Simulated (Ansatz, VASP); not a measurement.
**One calculation of WS2, two programs**

INCAR

```
SYSTEM = WS2
ALGO = Normal
EDIFF = 1E-7
ENCUT = 520
GGA = CA
ISIF = 2
ISMEAR = -1
LASPH = .True.
LCHARG = .True.
LELF = .True.
LREAL = .False.
LVHAR = .True.
LWAVE = .False.
NBANDS = 20
NELM = 60
PREC = Accurate
SIGMA = 0.05
```

KPOINTS

```
k-points
0
Gamma
  10 10 10
  0 0 0
```

The input POSCAR:

```
WS2
1.0
    1.5576595461      0.8993151583      6.0800348339
   -1.5576595461      0.8993151583      6.0800348339
    0.0000000000     -1.7986303165      6.0800348339
W S
1 2
Direct
    0.0000000000      0.0000000000      0.0000000000
    0.5810000000      0.5810000000      0.5810000000
    0.7503000000      0.7503000000      0.7503000000
```

Contents of input.yaml:

```yaml
crystal:
  lattice:
    - [1.5576595461, 0.8993151583, 6.0800348339]
    - [-1.5576595461, 0.8993151583, 6.0800348339]
    - [0.0, -1.7986303165, 6.0800348339]
  atoms:
    - { symbol: W, position: [0.0, 0.0, 0.0] }
    - { symbol: S, position: [0.581, 0.581, 0.581] }
    - { symbol: S, position: [0.7503, 0.7503, 0.7503] }
kpoints:
  mp_grid: { grid: [10, 10, 10] }
scf:
  occupations: { method: fermi_dirac, width: 0.05 }
hamiltonian:
  xc: lda
  pseudopotentials: { kind: all_electron, lapw: { basis_error: 0.002 } }
output:
  forces: true
  stress: true
  eigenvalues: true
```

Change from the starting cell: volume scaled by 0.96.

Alike in both runs: task single point; functional LDA; k mesh 10 × 10 × 10; occupations fermi-dirac, width 0.05 eV; no spin polarisation.

```csv
,VASP,Ansatz
version,VASP 6.6.1,Ansatz 0.2.0
potentials or method,"VASP PAW LDA potentials, release 64 (W_sv, S), cutoff 520 eV","all-electron LAPW, scalar-relativistic"
```

VASP gave:

| Item | Value |
| --- | --- |
| gap on the k mesh at the Fermi level (eV) | 0.95 |
| least direct gap on the mesh (eV) | 2.34 |
| pressure (GPa) | 4.0 |
| traceless stress, the component that is largest in VASP (GPa) | 0.75 |
| rms of the force components (eV/Å) | 0.363 |

Problem. Estimate Ansatz's values.

Solution. gap on the k mesh at the Fermi level (eV): 0.94; least direct gap on the mesh (eV): 2.34; pressure (GPa): 3.6; traceless stress, the component that is largest in VASP (GPa): 0.74; rms of the force components (eV/Å): 0.346.

LDA's correlation is that of Perdew and Zunger in VASP and of Perdew and Wang (1992) in Ansatz. Atom by atom the forces differ by 0.024 eV/Å (rms over components). Ansatz ran all-electron here, and VASP with PAW potentials.

Spin-orbit coupling is off throughout.
